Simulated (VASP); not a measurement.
# BeOs (Fm-3m) in VASP: notebook, part 2 of 2

VASP 6.6.1. Earlier steps stand in the parts before.

## 4. Single point, PBE

This run uses another cell than the first one, of 11.50 Å³/atom, 0.997 times its volume.

Contents of INCAR:

```
ALGO = Normal
EDIFF = 1E-7
ENCUT = 520
GGA = PE
ISIF = 2
ISMEAR = 0
LASPH = True
LCHARG = False
LREAL = False
LWAVE = False
NBANDS = 12
NELM = 100
PREC = Accurate
SIGMA = 0.1
```

Contents of KPOINTS:

```
k-points
0
Gamma
  6 6 6
```

Contents of POSCAR:

```
BeOs
1.0
    0.0000000000      2.2570037783      2.2570037783
    2.2570037783      0.0000000000      2.2570037783
    2.2570037783      2.2570037783      0.0000000000
Be Os
1 1
Direct
    0.0000000000      0.0000000000      0.0000000000
    0.5000000000      0.5000000000      0.5000000000
```

Started as:

```sh
$ cat potpaw_PBE.64/Be/POTCAR potpaw_PBE.64/Os/POTCAR > POTCAR
$ mpirun -np 1 vasp_std > vasp.out
```

Run time: 7.5 s. Hardware: 1 thread of Intel Xeon Platinum 8124M at 3.00GHz (Skylake/Cascade Lake), shared host; peak memory 0.14 GiB.

The run converged. Its results:

- Free energy: -13.9728 eV
- Pressure: 0.5 GPa
- Band gap on the k mesh: zero (band 5 reaches 8.28 eV, above the bottom of band 6 at 5.83 eV)

Levels at points of the mesh, in eV from the Fermi level:
| k point | band 2 | band 3 | band 4 | band 5 | band 6 | band 7 | band 8 | band 9 |
| --- | --- | --- | --- | --- | --- | --- | --- | --- |
| (0.00, 0.00, 0.00) | -2.70 | -2.70 | -2.70 | -1.58 | -1.58 | 6.02 | 6.02 | 6.02 |
| (0.50, 0.00, 0.00) | -4.11 | -4.11 | -3.36 | 0.00 | 0.00 | 2.05 | 10.03 | 11.98 |
| (0.50, 0.50, 0.00) | -4.86 | -2.78 | -0.35 | 0.66 | 0.66 | 2.47 | 2.47 | 3.83 |

Caveat: the k points lie up to 0.40 Å⁻¹ apart; spin-orbit coupling is left out, which moves the levels of the heavy elements.

## 5. Relaxation of cell and atoms, PBE

This run uses another cell than the first one, of 12.31 Å³/atom, 1.068 times its volume.

Contents of INCAR:

```
SYSTEM = BeOs
ALGO = Normal ; EDIFF = 1E-6
EDIFFG = -0.04 ; ENCUT = 600
GGA = PE ; IBRION = 2
ISIF = 3 ; ISMEAR = 0
LASPH = .TRUE. ; LCHARG = .FALSE.
LREAL = .FALSE. ; LWAVE = .FALSE.
NELM = 100 ; NSW = 90
PREC = Accurate ; SIGMA = 0.1
```

Contents of KPOINTS:

```
k-points
0
G
  6 6 6
  0 0 0
```

Contents of POSCAR:

```
BeOs
1.0
    0.0000000000      2.3092740300      2.3092740300
    2.3092740300      0.0000000000      2.3092740300
    2.3092740300      2.3092740300      0.0000000000
Be Os
1 1
Direct
    0.0000000000      0.0000000000      0.0000000000
    0.5000000000      0.5000000000      0.5000000000
```

Potentials or basis: VASP PAW PBE potentials, release 64 (Be, Os).

Started as:

```sh
$ cat potpaw_PBE.64/Be/POTCAR potpaw_PBE.64/Os/POTCAR > POTCAR
$ mpirun -np 1 vasp_std > vasp.out
```

OUTCAR:

```text
SYSTEM = BeOs
   EDIFF = 1E-6
   EDIFFG = -0.04
   ENCUT = 600
   GGA = PE
   IBRION = 2
   ISIF = 3
   ISMEAR = 0
   LASPH = .TRUE.
   LREAL = .FALSE.
   NELM = 100
   NSW = 90
   PREC = Accurate

 ion  position               nearest neighbor table
   1  0.000  0.000  0.000-   2 2.31   2 2.31   2 2.31   2 2.31   2 2.31   2 2.31
   2  0.500  0.500  0.500-   1 2.31   1 2.31   1 2.31   1 2.31   1 2.31   1 2.31

  LATTYP: Found a face centered cubic cell.
 ALAT       =     4.6185480600

  Lattice vectors:

 A1 = (   0.0000000000,   2.3092740300,   2.3092740300)
 A2 = (   2.3092740300,   0.0000000000,   2.3092740300)
 A3 = (   2.3092740300,   2.3092740300,   0.0000000000)

Analysis of symmetry for initial positions (statically):
=====================================================================
 Subroutine PRICEL returns:
 Original cell was already a primitive cell.

 Routine SETGRP: Setting up the symmetry group for a
 face centered cubic supercell.

 Subroutine GETGRP returns: Found 48 space group operations
 (whereof 48 operations were pure point group operations)
 out of a pool of 48 trial point group operations.

The static configuration has the point symmetry O_h .

Analysis of symmetry for dynamics (positions and initial velocities):
=====================================================================
 Subroutine PRICEL returns:
 Original cell was already a primitive cell.

 Routine SETGRP: Setting up the symmetry group for a
 face centered cubic supercell.

 Subroutine GETGRP returns: Found 48 space group operations
 (whereof 48 operations were pure point group operations)
 out of a pool of 48 trial point group operations.

The dynamic configuration has the point symmetry O_h .

 Subroutine INISYM returns: Found 48 space group operations
 (whereof 48 operations are pure point group operations),
 and found     1 'primitive' translations
[... 94 lines left out ...]
   POTIM  = 0.5000    time-step for ionic-motion
   TEBEG  =    0.0;   TEEND  =   0.0 temperature during run
   PSTRESS=    0.0 pullay stress
   NELECT =      10.0000    total number of electrons
   NUPDOWN=      -1.0000    fix difference up-down
   EMIN   =  10.00;   EMAX   =-10.00  energy-range for DOS
   EFERMI =   0.00;   METHOD = LEGACY
   ISMEAR =     0;   SIGMA  =   0.10  broadening in eV -4-tet -1-fermi 0-gaus
   EFERMI_NEDOS =   21; number of points for ismear=-14 and -15
   IALGO  =     38    algorithm
   IMIX   =      4    mixing-type and parameters
     AMIX     =   0.40;   BMIX     =  1.00
     AMIX_MAG =   1.60;   BMIX_MAG =  1.00
  volume/ion in A,a.u.               =      12.31        83.10
  Fermi-wavevector in a.u.,A,eV,Ry     =   1.212242  2.290805 19.994182  1.469531
  Thomas-Fermi vector in A             =   2.347732
   LORBIT       =      0    0 simple, 1 ext, 2 COOP (PROOUT), +10 PAW based schemes
   GGA     = PE    functional components
   LHFCALC =     F    Hartree Fock is set to
   AEXX    =    0.0000 exact exchange contribution
   IVDW    =     0    specifies the selected vdW correction
   LEPSILON=     F    determine dielectric tensor
   LRPA    =     F    only Hartree local field effects (RPA)
 conjugate gradient relaxation of ions
 non-spin polarized calculation
 Gauss-broadening in eV      SIGMA  =   0.10
  energy-cutoff  :      600.00
  volume of cell :       24.63
 maximum number of plane-waves:       869
 NGX is ok and might be reduce to    28
   NGX = 13   NGY = 13   NGZ = 13

--------------------------------------- Ionic step        1  -------------------------------------------

 number of electron      10.0000000 magnetization

 Free energy of the ion-electron system (eV)
  ---------------------------------------------------
  ext. energy  EPLUGINS =         0.00000000
  ---------------------------------------------------
  free energy    TOTEN  =       -13.90829238 eV

  energy without entropy =      -13.89869479  energy(sigma->0) =      -13.90349358

------------------------ aborting loop because EDIFF is reached ----------------------------------------

  FORCE on cell =-STRESS in cart. coord.  units (eV):
  Direction    XX          YY          ZZ          XY          YZ          ZX
  --------------------------------------------------------------------------------------
  -------------------------------------------------------------------------------------
  Total       -1.9220073     -1.9220073     -1.9220073     -0.0000000      0.0000000     -0.0000000
  in kB     -125.0285507   -125.0285507   -125.0285507     -0.0000000      0.0000000     -0.0000000
  external PRESSURE =    -125.0285507 kB  Pullay stress =       0.0000000 kB
[... 59 lines left out ...]
--------------------------------------- Ionic step        3  -------------------------------------------

 number of electron      10.0000000 magnetization

 Free energy of the ion-electron system (eV)
  ---------------------------------------------------
  ext. energy  EPLUGINS =         0.00000000
  ---------------------------------------------------
  free energy    TOTEN  =       -13.97356943 eV

  energy without entropy =      -13.96545633  energy(sigma->0) =      -13.96951288

 E-fermi :   7.5787     XC(G=0): -12.4932

 val. band max:        7.5785601541   @ k =   0.5000   0.0000   0.0000
 cond. band min:       7.6809311264   @ k =   0.5000   0.1667   0.0000
 fundamental gap:      0.1023709722
 Fermi energy:         7.5786798589

 k-point     1 :       0.0000    0.0000    0.0000
  band No.  band energies     occupation
      1      -2.7344      2.00000
      2       4.8956      2.00000
      3       4.8956      2.00000
      4       4.8956      2.00000
      5       6.0083      2.00000
      6       6.0083      2.00000
      7      13.5986      0.00000
      8      13.5986      0.00000
      9      13.5986      0.00000
[... 207 lines left out ...]
  FREE ENERGIE OF THE ION-ELECTRON SYSTEM (eV)
  ---------------------------------------------------
  free  energy   TOTEN  =       -13.9735694321 eV

  energy  without entropy=      -13.9654563251  energy(sigma->0) =      -13.96951288

 reached required accuracy - stopping structural energy minimisation
```

It took 18 s on 1 thread of Intel Xeon Platinum 8124M at 3.00GHz (Skylake/Cascade Lake), shared host; peak memory 0.17 GiB.

What came out:

| Item | Value |
| --- | --- |
| Free energy | -13.9736 eV |
| Relaxed volume | 11.54 Å³/atom |
| Relaxed cell | a = 3.196 Å, b = 3.196 Å, c = 3.196 Å, α = 60.00°, β = 60.00°, γ = 60.00° |
| Space group after relaxing (to 0.05 Å) | Fm-3m (No. 225) |
| Energy gained by relaxing | 32.6 meV/atom |
| Ionic steps | 3 |
| Pressure after relaxing | -0.2 GPa |
| Band gap on the k mesh | zero (band 5 reaches 8.24 eV, above the bottom of band 6 at 5.79 eV) |

Step by step:
```
step  energy change (eV)  largest force (eV/Å)  pressure (GPa)  volume (Å³)
   1              0.0000                0.0000          -12.50        24.63
   2              0.0322                0.0000           19.79        21.36
   3             -0.0653                0.0000           -0.21        23.08
```

Final structure:
```xyz
2
Lattice="0.0000 2.2597 2.2597 2.2597 0.0000 2.2597 2.2597 2.2597 0.0000" Properties=species:S:1:pos:R:3 pbc="T T T"
Be    0.0000    0.0000    0.0000
Os    2.2597    2.2597    2.2597
```

Caveat: the k points lie up to 0.40 Å⁻¹ apart in the final cell; spin-orbit coupling is left out, which moves the levels of the heavy elements.

## 6. Single point, PBE

This run uses another cell than the first one, of 12.31 Å³/atom, 1.068 times its volume.

Contents of INCAR:

```
SYSTEM = BeOs
  PREC = Accurate
  ENCUT = 600
  EDIFF = 1E-6
  ISMEAR = 0
  SIGMA = 0.1
  LREAL = .False.
  LASPH = .True.
  NELM = 120
  ALGO = Normal
  ISIF = 2
  LWAVE = .False.
  LCHARG = .True.
  GGA = PE
  LELF = .True.
  LVHAR = .True.
  NBANDS = 12
  GGA_COMPAT = .False.
```

Contents of KPOINTS:

```
Automatic mesh
0
Gamma
  6 6 6
  0 0 0
```

POSCAR is that of step 5.

Potentials or basis: VASP PAW PBE potentials, release 64 (Be, Os).

Started as:

```sh
$ cat potpaw_PBE.64/Be/POTCAR potpaw_PBE.64/Os/POTCAR > POTCAR
$ mpirun -np 1 vasp_std > vasp.out
```

Wall time 15 s (1 thread of Intel Xeon 8259CL, shared host); peak memory 0.16 GiB.

Results (log left out):

```
Free energy            : -13.9083 eV
Pressure               : -12.5 GPa
Band gap on the k mesh : zero (band 5 reaches 7.38 eV, above the bottom of band 6 at 5.18 eV)
```

Levels at points of the mesh, in eV from the Fermi level:
| k point | band 3 | band 4 | band 5 | band 6 | band 7 | band 8 |
| --- | --- | --- | --- | --- | --- | --- |
| (0.00, 0.00, 0.00) | -2.41 | -2.41 | -1.43 | -1.43 | 5.95 | 5.95 |
| (0.50, 0.00, 0.00) | -3.73 | -3.23 | -0.01 | -0.01 | 1.81 | 9.86 |
| (0.50, 0.50, 0.00) | -2.53 | -0.34 | 0.58 | 0.58 | 2.49 | 2.49 |

Caveat: the k points lie up to 0.39 Å⁻¹ apart; spin-orbit coupling is left out, which moves the levels of the heavy elements.

## 7. Single point, PBE, collinear spin, ferromagnetic start

This run uses another cell than the first one, of 11.50 Å³/atom, 0.997 times its volume.

Contents of INCAR:

```
PREC = Accurate
ENCUT = 600
EDIFF = 1E-6
ISMEAR = 0
SIGMA = 0.1
LREAL = F
LASPH = T
NELM = 200
ALGO = Normal
ISIF = 2
LWAVE = F
LCHARG = T
ISPIN = 2
MAGMOM = 0 1
LORBIT = 11
LMAXMIX = 4
GGA = PE
LELF = T
LVHAR = T
NBANDS = 16
GGA_COMPAT = F
```

Contents of KPOINTS:

```
regular mesh
0
Gamma
  6 6 6
```

Contents of POSCAR:

```
BeOs
1.0
    0.0000000000      2.2570037783      2.2570037783
    2.2570037783      0.0000000000      2.2570037783
    2.2570037783      2.2570037783      0.0000000000
Be Os
1 1
Direct
    0.0000000000      0.0000000000      0.0000000000
    0.5000000000      0.5000000000      0.5000000000
```

Started as:

```sh
$ cat potpaw_PBE.64/Be/POTCAR potpaw_PBE.64/Os/POTCAR > POTCAR
$ mpirun -np 1 vasp_std > vasp.out
```

Run time: 40 s. Hardware: 1 thread of Intel Xeon 8259CL, shared host; peak memory 0.18 GiB.

Results (log left out):

* Free energy: -13.9733 eV
* Pressure: 0.6 GPa
* Band gap on the k mesh: zero (filled and empty bands overlap)
* Net moment: 0.00 μB per cell
* Valence electrons inside the program's atomic spheres: Be 1.35; Os 7.26

Levels at points of the mesh, in eV from the Fermi level:
Spin up:
| k point | band 2 | band 3 | band 4 | band 5 | band 6 | band 7 | band 8 | band 9 |
| --- | --- | --- | --- | --- | --- | --- | --- | --- |
| (0.00, 0.00, 0.00) | -2.70 | -2.70 | -2.70 | -1.58 | -1.58 | 6.02 | 6.02 | 6.02 |
| (0.50, 0.00, 0.00) | -4.11 | -4.11 | -3.36 | 0.00 | 0.00 | 2.05 | 10.03 | 11.98 |
| (0.50, 0.50, 0.00) | -4.86 | -2.78 | -0.35 | 0.66 | 0.66 | 2.47 | 2.47 | 3.83 |
Spin down:
```csv
k point,band 1,band 2,band 3,band 4,band 5,band 6,band 7,band 8,band 9,band 10
"(0.00, 0.00, 0.00)",-10.34,-2.70,-2.70,-2.70,-1.58,-1.58,6.02,6.02,6.02,11.47
"(0.50, 0.00, 0.00)",-7.31,-4.11,-4.11,-3.36,0.00,0.00,2.05,10.03,11.98,11.98
"(0.50, 0.50, 0.00)",-6.69,-4.86,-2.78,-0.35,0.66,0.66,2.47,2.47,3.83,13.79
```

Caveat: the k points lie up to 0.40 Å⁻¹ apart; spin-orbit coupling is left out, which moves the levels of the heavy elements.

## 8. The runs side by side

```csv
task,spin,cell,k mesh,cutoff (eV),gap on the mesh (eV),pressure (GPa),relaxed volume (Å³/atom)
single point,off,"a = 3.195 Å, angles 60.0°, 2 atoms",22 × 22 × 22,520,none,0.5,-
relaxation of cell and atoms,off,"relaxed from a = 3.192 Å, angles 60.0°, 2 atoms",22 × 22 × 22,600,none,0.0,11.56
single point,off,"a = 3.192 Å, angles 60.0°, 2 atoms",6 × 6 × 6,520,none,0.5,-
relaxation of cell and atoms,off,"relaxed from a = 3.266 Å, angles 60.0°, 2 atoms",6 × 6 × 6,600,none,-0.2,11.54
single point,off,"a = 3.266 Å, angles 60.0°, 2 atoms",6 × 6 × 6,600,none,-12.5,-
single point,"collinear, ferromagnetic start","a = 3.192 Å, angles 60.0°, 2 atoms",6 × 6 × 6,600,none,0.6,-
```

Alike in all rows: level PBE; potentials or basis VASP PAW PBE potentials, release 64 (Be, Os); smearing gaussian 0.1 eV.

Caveats: some runs use coarse meshes; spin-orbit coupling is left out, which moves the levels of the heavy elements.

Total energies depend on the potentials used, so only differences within one code and one set of settings carry meaning.
